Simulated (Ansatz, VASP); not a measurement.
**HfSeS4 in VASP and in Ansatz**

```xyz
6
Lattice="3.3129 0.0000 0.0000 0.0000 3.3129 0.0000 0.0000 0.0000 9.7672" Properties=species:S:1:pos:R:3 pbc="T T T"
Hf    1.6565    1.6565    4.8836
Se    0.0000    0.0000    0.0000
S     0.0000    0.0000    6.2453
S     1.6565    1.6565    1.4315
S     1.6565    1.6565    8.3357
S     0.0000    0.0000    3.5218
```

Change from the starting cell: species swapped into the CeDyC4 type (P4/mmm, No. 123).

Alike in both runs: functional PBE; k mesh 12 × 12 × 4; occupations gaussian, width 0.1 eV; no spin polarisation.

Ansatz relaxed the structure, and its values are those at the end. VASP's run is a single point on that final structure, the one shown.

|  | VASP | Ansatz |
| --- | --- | --- |
| version | VASP 6.6.1 | Ansatz 0.2.0 |
| potentials or method | VASP PAW PBE potentials, release 64 (Hf_pv, Se, S), cutoff 520 eV | scalar-relativistic, plane waves, PAW |
| valence electrons in the cell | 40 | 66 |

```csv
,VASP,Ansatz,Ansatz less VASP
gap on the k mesh at the Fermi level (eV),none,none,-
pressure (GPa),-0.5,0.0,+0.47
rms of the force components (eV/Å),0.023,0.000,-0.0225
```

A gap of «none» marks a metal or a gap that the smearing closes. The functional is the same, so the differences come from potentials, cutoffs and numerics. VASP's potentials hold 40 valence electrons a cell and Ansatz's 66, so a difference there can come from the potentials and not from the codes.

Neither program's run includes spin-orbit coupling.
